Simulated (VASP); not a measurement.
SiC:

```
CELL_PARAMETERS angstrom
3.07600 0.00000 0.00000
-1.53800 2.66389 0.00000
0.00000 0.00000 5.04800
ATOMIC_POSITIONS crystal
Si 0.33333 0.66667 0.00450
Si 0.66667 0.33333 0.50450
C 0.33333 0.66667 0.38050
C 0.66667 0.33333 0.88050
```

Base run:

* Program: VASP 6.6.1
* Functional: r2SCAN
* Potentials or basis: VASP PAW PBE potentials, release 64 (Si, C)
* Cutoff: 520 eV
* k mesh: 16 × 16 × 9
* Occupations: fermi-dirac, width 0.02 eV
* Spin: no spin polarisation

Its results: band gap on the k mesh 2.73 eV (least direct gap 4.48 eV); pressure -0.3 GPa; largest force 0.017 eV/Å.

Problem. The run is repeated on the same cell with these changes: functional from r2SCAN to PBEsol. What comes out?

Solution. Band gap on the k mesh 2.18 eV (least direct gap 3.85 eV); pressure 0.3 GPa; largest force 0.019 eV/Å.

Caveats: the PAW data sets were made with another functional, which shifts forces and pressure a little; an odd mesh through Γ misses points on the zone boundary, where band edges can lie.
